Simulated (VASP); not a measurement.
Bi2Te3: electric field gradients with LDA

Crystal: Bi2Te3.

```
Bi Te
1.0
     2.16342    1.24905    9.74362
    -2.16342    1.24905    9.74362
     0.00000   -2.49810    9.74362
Bi Te
2 3
Direct
  0.81200 0.81200 0.81200
  0.40200 0.40200 0.40200
  0.61100 0.61100 0.61100
  0.20000 0.20000 0.20000
  0.00000 0.00000 0.00000
```

```json
{"Program": "VASP 6.6.1", "Task": "electric field gradients", "Functional": "LDA", "Potentials or basis": "VASP PAW LDA potentials, release 64 (Bi_d, Te)", "Cutoff": "520 eV", "k mesh": "8 × 8 × 8", "Occupations": "fermi-dirac, width 0.08 eV", "Spin": "no spin polarisation", "Dipole correction": "no", "Further INCAR settings": "ALGO = Normal; EDIFF = 1e-08; NBANDS = 32"}
```

| Quantity | Value |
| --- | --- |
| Pressure | 1.6 GPa |
| Largest force | 1.369 eV/Å |
| Band gap on the k mesh | zero (bands 24 and 25 overlap by 0.19 eV) |
| Largest electric field gradient by atom | Bi -41.0, +10.4; Te +7.6, +13.4, +22.6 V/Å² |

Forces on the atoms (eV/Å):
```
Bi   0.000  0.000 -1.110
Bi   0.000  0.000 -0.381
Te   0.000  0.000 -0.950
Te   0.000  0.000  1.072
Te   0.000  0.000  1.369
```

Stress tensor (GPa, compression positive):
```
1.93 0.00 0.00
0.00 1.93 0.00
0.00 0.00 0.85
```

Levels at points of the mesh, in eV from the Fermi level:
| k point | band 22 | band 23 | band 24 | band 25 | band 26 | band 27 |
| --- | --- | --- | --- | --- | --- | --- |
| (0.00, 0.00, 0.00) | -0.54 | -0.54 | -0.46 | -0.04 | 0.23 | 0.23 |
| (0.50, 0.00, 0.00) | -2.42 | -0.38 | -0.27 | -0.16 | 0.42 | 2.52 |
| (0.50, 0.50, 0.00) | -1.98 | -1.22 | -0.55 | 0.33 | 1.06 | 1.86 |
| (0.50, 0.50, 0.50) | -0.86 | -0.81 | -0.81 | 0.44 | 0.87 | 0.87 |

Electric field gradients, principal values (V/Å²):
```tsv
atom	least	middle	greatest (by size)
1 Bi	20.481	20.481	-40.961
2 Bi	-5.182	-5.182	10.364
3 Te	-3.804	-3.804	7.607
4 Te	-6.693	-6.693	13.387
5 Te	-11.277	-11.277	22.555
```

It took 24 min on 1 thread of Intel(R) Xeon(R) Platinum 8488C (Sapphire Rapids), with other jobs on the host, peak memory 0.82 GiB.

Caveat: without QUAD_EFG the Cq values of the log hold for a quadrupole moment of 1 mb, not for the nuclei; spin-orbit coupling is left out, which moves the levels of the heavy elements; forces of over 1 eV/Å act on the atoms, so gaps and moduli don't describe the material at rest.
